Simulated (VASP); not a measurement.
A run of VASP 6.6.1:

INCAR

```
SYSTEM = TiTe2
PREC = Accurate ; ENCUT = 600
EDIFF = 1E-6 ; ISMEAR = 0
SIGMA = 0.1 ; LREAL = .False.
LASPH = .True. ; NELM = 100
ALGO = Normal ; ISIF = 3
LWAVE = .False. ; LCHARG = .False.
GGA = PE ; IVDW = 12
IBRION = 2 ; NSW = 100
EDIFFG = -0.005
```

File KPOINTS:

```
Automatic mesh
0
Gamma
  15 15 8
  0 0 0
```

File POSCAR:

```
TiTe2
1.0
    3.7770000000      0.0000000000      0.0000000000
   -1.8885000000      3.2709779501      0.0000000000
    0.0000000000      0.0000000000      6.4980000000
Ti Te
1 2
Direct
    0.0000000000      0.0000000000      0.0000000000
    0.6666666667      0.3333333333      0.2628000000
    0.3333333333      0.6666666667      0.7372000000
```

Potentials or basis: VASP PAW PBE potentials, release 64 (Ti_sv, Te).

Launch:

```bash
$ cat potpaw_PBE.64/Ti_sv/POTCAR potpaw_PBE.64/Te/POTCAR > POTCAR
$ mpirun -np 1 vasp_std > vasp.out
```

Hardware: 1 thread of Intel(R) Xeon(R) Platinum 8488C (Sapphire Rapids), on a shared host.

Estimate the wall time of this run.

Wall time 21 min on 1 thread of Intel(R) Xeon(R) Platinum 8488C (Sapphire Rapids), with other jobs on the host, peak memory 0.49 GiB. Counts: scf iterations 92, k points 192, ion steps 10.
